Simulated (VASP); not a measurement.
# Ta2CN (P4/mmm) in VASP: notebook

Runs on Ta2CN. Level: LDA. Tasks: relaxation of cell and atoms, single point.

Everything below comes from runs of VASP 6.6.1. Logs are shortened: lines on timing, memory, paths and dates and some standing lists are left out, and cuts for length are marked.

### Step 1. The cell of the first run

It takes space group P4/mmm (No. 123, tetragonal). The conventional cell has a = 3.147 Å, b = 3.147 Å, c = 4.458 Å, α = 90.00°, β = 90.00°, γ = 90.00°. Ta (site symmetry 4/mmm) has 4 N at 2.23 Å and 2 C at 2.23 Å within 2.9 Å. Within 2.9 Å of Ta (site symmetry 4/mmm) lie 4 C at 2.23 Å and 2 N at 2.23 Å. C (site symmetry 4/mmm) has 6 Ta at 2.23 Å within 2.9 Å. N (site symmetry 4/mmm) has 6 Ta at 2.23 Å within 2.9 Å.

### Step 2. Relaxation of cell and atoms, LDA

INCAR

```
SYSTEM = Ta2CN
ALGO = Normal
EDIFF = 1E-6
EDIFFG = -0.02
ENCUT = 600
GGA = CA
IBRION = 2
ISIF = 3
ISMEAR = 1
LASPH = .True.
LCHARG = .False.
LREAL = .False.
LWAVE = .False.
NELM = 80
NSW = 60
PREC = Accurate
SIGMA = 0.05
```

KPOINTS

```
k-points
0
Gamma
  6 6 5
  0 0 0
```

POSCAR

```
Ta2CN
1.0
    3.1467670000      0.0000000000      0.0000000000
    0.0000000000      3.1467670000      0.0000000000
    0.0000000000      0.0000000000      4.4577000000
Ta C N
2 1 1
Direct
    0.0000000000      0.0000000000      0.0000000000
    0.5000000000      0.5000000000      0.5000000000
    0.0000000000      0.0000000000      0.5000000000
    0.5000000000      0.5000000000      0.0000000000
```

Potentials or basis: VASP PAW LDA potentials, release 64 (Ta_pv, C, N).

Command:

```console
cat potpaw_LDA.64/Ta_pv/POTCAR potpaw_LDA.64/C/POTCAR potpaw_LDA.64/N/POTCAR > POTCAR
mpirun -np 1 vasp_std > vasp.out
```

OUTCAR:

```text
SYSTEM = Ta2CN
   EDIFF = 1E-6
   EDIFFG = -0.02
   ENCUT = 600
   GGA = CA
   IBRION = 2
   ISIF = 3
   ISMEAR = 1
   LASPH = .True.
   LREAL = .False.
   NELM = 80
   NSW = 60
   PREC = Accurate

 ion  position               nearest neighbor table
   1  0.000  0.000  0.000-   4 2.23   4 2.23   4 2.23   4 2.23   3 2.23   3 2.23   2 3.15   2 3.15
                             2 3.15   2 3.15   2 3.15   2 3.15   2 3.15   2 3.15
   2  0.500  0.500  0.500-   3 2.23   3 2.23   3 2.23   3 2.23   4 2.23   4 2.23   1 3.15   1 3.15
                             1 3.15   1 3.15   1 3.15   1 3.15   1 3.15   1 3.15
   3  0.000  0.000  0.500-   2 2.23   2 2.23   2 2.23   2 2.23   1 2.23   1 2.23
   4  0.500  0.500  0.000-   1 2.23   1 2.23   1 2.23   1 2.23   2 2.23   2 2.23

  LATTYP: Found a simple tetragonal cell.
 ALAT       =     3.1467670000
 C/A-ratio  =     1.4165967801

  Lattice vectors:

 A1 = (   3.1467670000,   0.0000000000,   0.0000000000)
 A2 = (   0.0000000000,   3.1467670000,   0.0000000000)
 A3 = (   0.0000000000,   0.0000000000,   4.4577000000)

Analysis of symmetry for initial positions (statically):
=====================================================================
 Subroutine PRICEL returns:
 Original cell was already a primitive cell.

 Routine SETGRP: Setting up the symmetry group for a
 simple tetragonal supercell.

 Subroutine GETGRP returns: Found 16 space group operations
 (whereof 16 operations were pure point group operations)
 out of a pool of 16 trial point group operations.

The static configuration has the point symmetry D_4h.

Analysis of symmetry for dynamics (positions and initial velocities):
=====================================================================
 Subroutine PRICEL returns:
 Original cell was already a primitive cell.

 Routine SETGRP: Setting up the symmetry group for a
 simple tetragonal supercell.

 Subroutine GETGRP returns: Found 16 space group operations
 (whereof 16 operations were pure point group operations)
 out of a pool of 16 trial point group operations.

The dynamic configuration has the point symmetry D_4h.

 Subroutine INISYM returns: Found 16 space group operations
 (whereof 16 operations are pure point group operations),
 and found     1 'primitive' translations

----------------------------------------------------------------------------------------

                                     Primitive cell

  volume of cell :      44.1408

  direct lattice vectors                    reciprocal lattice vectors
     3.146767000  0.000000000  0.000000000     0.317786477  0.000000000  0.000000000
[... 98 lines left out ...]
   POTIM  = 0.5000    time-step for ionic-motion
   TEBEG  =    0.0;   TEEND  =   0.0 temperature during run
   PSTRESS=    0.0 pullay stress
   NELECT =      31.0000    total number of electrons
   NUPDOWN=      -1.0000    fix difference up-down
   EMIN   =  10.00;   EMAX   =-10.00  energy-range for DOS
   EFERMI =   0.00;   METHOD = LEGACY
   ISMEAR =     1;   SIGMA  =   0.05  broadening in eV -4-tet -1-fermi 0-gaus
   EFERMI_NEDOS =   21; number of points for ismear=-14 and -15
   IALGO  =     38    algorithm
   IMIX   =      4    mixing-type and parameters
     AMIX     =   0.40;   BMIX     =  1.00
     AMIX_MAG =   1.60;   BMIX_MAG =  1.00
  volume/ion in A,a.u.               =      11.04        74.47
  Fermi-wavevector in a.u.,A,eV,Ry     =   1.455176  2.749883 28.810825  2.117536
  Thomas-Fermi vector in A             =   2.572241
   LORBIT       =      0    0 simple, 1 ext, 2 COOP (PROOUT), +10 PAW based schemes
   GGA     = CA    functional components
   LHFCALC =     F    Hartree Fock is set to
   AEXX    =    0.0000 exact exchange contribution
   IVDW    =     0    specifies the selected vdW correction
   LEPSILON=     F    determine dielectric tensor
   LRPA    =     F    only Hartree local field effects (RPA)
 conjugate gradient relaxation of ions
 non-spin polarized calculation
 Methfessel and Paxton  Order N= 1 SIGMA  =   0.05
  energy-cutoff  :      600.00
  volume of cell :       44.14
 maximum number of plane-waves:      1489
 NGX is ok and might be reduce to    28
   NGX = 13   NGY = 13   NGZ = 17

--------------------------------------- Ionic step        1  -------------------------------------------

 number of electron      31.0000002 magnetization

 Free energy of the ion-electron system (eV)
  ---------------------------------------------------
  ext. energy  EPLUGINS =         0.00000000
  ---------------------------------------------------
  free energy    TOTEN  =       -48.40385793 eV

  energy without entropy =      -48.40368429  energy(sigma->0) =      -48.40380005

------------------------ aborting loop because EDIFF is reached ----------------------------------------

  FORCE on cell =-STRESS in cart. coord.  units (eV):
  Direction    XX          YY          ZZ          XY          YZ          ZX
  --------------------------------------------------------------------------------------
  -------------------------------------------------------------------------------------
  Total       -4.2253625     -4.2253625     -3.5368083      0.0000000      0.0000000      0.0000000
  in kB     -153.3679248   -153.3679248   -128.3754818      0.0000000      0.0000000      0.0000000
  external PRESSURE =    -145.0371104 kB  Pullay stress =       0.0000000 kB
[... 25 lines left out ...]
--------------------------------------- Ionic step        2  -------------------------------------------

 number of electron      30.9999999 magnetization

 E-fermi :  10.3115     XC(G=0): -14.2208

 val. band max:       10.3089574646   @ k =   0.3333   0.0000   0.4000
 cond. band min:      10.3666316050   @ k =   0.3333   0.1667   0.4000
 fundamental gap:      0.0576741403
 Fermi energy:        10.3115400085

 k-point     1 :       0.0000    0.0000    0.0000
  band No.  band energies     occupation
      1     -25.6956      2.00000
      2     -25.0913      2.00000
      3     -25.0913      2.00000
      4     -24.5860      2.00000
      5     -24.4807      2.00000
      6     -24.4807      2.00000
[... 708 lines left out ...]
--------------------------------------- Ionic step        7  -------------------------------------------

 number of electron      31.0000004 magnetization

 Free energy of the ion-electron system (eV)
  ---------------------------------------------------
  ext. energy  EPLUGINS =         0.00000000
  ---------------------------------------------------
  free energy    TOTEN  =       -48.49297390 eV

  energy without entropy =      -48.49297000  energy(sigma->0) =      -48.49297260

 E-fermi :   9.0724     XC(G=0): -13.6539

 val. band max:        9.0248930979   @ k =   0.0000   0.0000   0.2000
 cond. band min:       9.0760243380   @ k =   0.3333   0.0000   0.4000
 fundamental gap:      0.0511312401
 Fermi energy:         9.0723638675

 k-point     1 :       0.0000    0.0000    0.0000
  band No.  band energies     occupation
      1     -26.8147      2.00000
      2     -26.4449      2.00000
      3     -26.4449      2.00000
      4     -26.0487      2.00000
      5     -25.9335      2.00000
      6     -25.9335      2.00000
[... 550 lines left out ...]
  FREE ENERGIE OF THE ION-ELECTRON SYSTEM (eV)
  ---------------------------------------------------
  free  energy   TOTEN  =       -48.4929738994 eV

  energy  without entropy=      -48.4929699958  energy(sigma->0) =      -48.49297260

 reached required accuracy - stopping structural energy minimisation
```

OSZICAR:

```text
N       E                     dE             d eps       ncg     rms          rms(c)
DAV:   1     0.269553097308E+03    0.26955E+03   -0.18480E+04  1140   0.185E+03
DAV:   2    -0.416234434898E+02   -0.31118E+03   -0.30296E+03  1349   0.479E+02
[... 53 lines left out ...]
   6 F= -.48492818E+02 E0= -.48492804E+02  d E =0.817475E-04
       N       E                     dE             d eps       ncg     rms          rms(c)
DAV:   1    -0.484933656186E+02   -0.54679E-03   -0.16113E-02  1149   0.125E+00    0.164E-01
DAV:   2    -0.484930867797E+02    0.27884E-03   -0.55115E-04  1307   0.226E-01    0.765E-02
DAV:   3    -0.484929742506E+02    0.11253E-03   -0.26837E-04  1330   0.151E-01    0.223E-02
DAV:   4    -0.484929743220E+02   -0.71428E-07   -0.11705E-05  1323   0.303E-02    0.145E-02
DAV:   5    -0.484929738994E+02    0.42255E-06   -0.12970E-06   784   0.101E-02
   7 F= -.48492974E+02 E0= -.48492973E+02  d E =-.739911E-04
```

It took 94 s on 1 thread of Intel Xeon Platinum 8375C at 2.90GHz (Ice Lake), shared host; peak memory 0.18 GiB.

Results:

```yaml
Free_energy: -48.4930 eV
Relaxed_volume: 10.57 Å³/atom
Relaxed_cell: a = 3.098 Å, b = 3.098 Å, c = 4.403 Å, α = 90.00°, β = 90.00°, γ = 90.00°
Space_group_after_relaxing_to_0.05_Å: P4/mmm (No. 123)
Energy_gained_by_relaxing: 22.3 meV/atom
Ionic_steps: 7
Pressure_after_relaxing: 0.0 GPa
```

Step by step:
```
step  energy change (eV)  largest force (eV/Å)  pressure (GPa)  volume (Å³)
   1              0.0000                0.0000          -14.50        44.14
   2              0.4902                0.0000           48.18        38.06
   3             -0.0889                0.0000           -0.62        42.33
   4             -0.0891                0.0000           -0.10        42.27
   5             -0.0890                0.0000            0.24        42.23
   6             -0.0890                0.0000           -0.43        42.32
   7             -0.0891                0.0000           -0.01        42.27
```

Final structure:
```xyz
4
Lattice="3.0982 0.0000 0.0000 0.0000 3.0982 0.0000 0.0000 0.0000 4.4033" Properties=species:S:1:pos:R:3 pbc="T T T"
Ta    0.0000    0.0000    0.0000
Ta    1.5491    1.5491    2.2017
C     0.0000    0.0000    2.2017
N     1.5491    1.5491    0.0000
```

Caveat: spin-orbit coupling is left out, which moves the levels of the heavy elements.

### Step 3. Single point, LDA

This run uses another cell than the first one, of 10.51 Å³/atom, 0.953 times its volume.

INCAR

```
SYSTEM = Ta2CN
  PREC = Accurate
  ENCUT = 600
  EDIFF = 1E-6
  ISMEAR = 1
  SIGMA = 0.05
  LREAL = .FALSE.
  LASPH = .TRUE.
  NELM = 120
  ALGO = Normal
  ISIF = 2
  LWAVE = .FALSE.
  LCHARG = .FALSE.
  GGA = CA
  NBANDS = 26
  GGA_COMPAT = .FALSE.
```

KPOINTS

```
Automatic mesh
0
G
  6 6 5
  0 0 0
```

POSCAR

```
Ta2CN
1.0
    3.0929179154      0.0000000000      0.0000000000
    0.0000000000      3.0929179154      0.0000000000
    0.0000000000      0.0000000000      4.3959756469
Ta C N
2 1 1
Direct
    0.0000000000      0.0000000000      0.0000000000
    0.5000000000      0.5000000000      0.5000000000
    0.0000000000      0.0000000000      0.5000000000
    0.5000000000      0.5000000000      0.0000000000
```

Potentials or basis: VASP PAW LDA potentials, release 64 (Ta_sv_GW, C, N).

Command:

```console
cat potpaw_LDA.64/Ta_sv_GW/POTCAR potpaw_LDA.64/C/POTCAR potpaw_LDA.64/N/POTCAR > POTCAR
mpirun -np 1 vasp_std > vasp.out
```

OUTCAR:

```text
SYSTEM = Ta2CN
   PREC = Accurate
   ENCUT = 600
   EDIFF = 1E-6
   ISMEAR = 1
   LREAL = .FALSE.
   LASPH = .TRUE.
   NELM = 120
   ISIF = 2
   GGA = CA

 ion  position               nearest neighbor table
   1  0.000  0.000  0.000-   4 2.19   4 2.19   4 2.19   4 2.19   3 2.20   3 2.20   2 3.10   2 3.10
                             2 3.10   2 3.10   2 3.10   2 3.10   2 3.10   2 3.10
   2  0.500  0.500  0.500-   3 2.19   3 2.19   3 2.19   3 2.19   4 2.20   4 2.20   1 3.10   1 3.10
                             1 3.10   1 3.10   1 3.10   1 3.10   1 3.10   1 3.10
   3  0.000  0.000  0.500-   2 2.19   2 2.19   2 2.19   2 2.19   1 2.20   1 2.20
   4  0.500  0.500  0.000-   1 2.19   1 2.19   1 2.19   1 2.19   2 2.20   2 2.20
[... 900 lines left out ...]
  -------------------------------------------------------------------------------------
  Total        0.3081691      0.3081691      0.3034879      0.0000000      0.0000000      0.0000000
  in kB       11.7410681     11.7410681     11.5627166      0.0000000      0.0000000      0.0000000
  external PRESSURE =      11.6816176 kB  Pullay stress =       0.0000000 kB

 VOLUME and BASIS-vectors are now :
 -----------------------------------------------------------------------------
  energy-cutoff  :      600.00
  volume of cell :       42.05
      direct lattice vectors                 reciprocal lattice vectors
     3.092917915  0.000000000  0.000000000     0.323319282  0.000000000  0.000000000
     0.000000000  3.092917915  0.000000000     0.000000000  0.323319282  0.000000000
     0.000000000  0.000000000  4.395975647     0.000000000  0.000000000  0.227480787

 POSITION                                       TOTAL-FORCE (eV/Angst)
 -----------------------------------------------------------------------------------
      0.00000      0.00000      0.00000         0.000000      0.000000      0.000000
      1.54646      1.54646      2.19799         0.000000      0.000000      0.000000
      0.00000      0.00000      2.19799         0.000000      0.000000      0.000000
      1.54646      1.54646      0.00000         0.000000      0.000000      0.000000
 -----------------------------------------------------------------------------------
    total drift:                                0.000000      0.000000      0.000000

  FREE ENERGIE OF THE ION-ELECTRON SYSTEM (eV)
  ---------------------------------------------------
  free  energy   TOTEN  =       -53.5182304052 eV

  energy  without entropy=      -53.5181938631  energy(sigma->0) =      -53.51821822
```

Run time: 32 s. Hardware: 1 thread of Intel Xeon Platinum 8375C at 2.90GHz (Ice Lake), shared host; peak memory 0.18 GiB.

Results:

* Free energy: -53.5182 eV
* Pressure: 1.2 GPa

Caveat: spin-orbit coupling is left out, which moves the levels of the heavy elements.

[end of part 1 of 2]
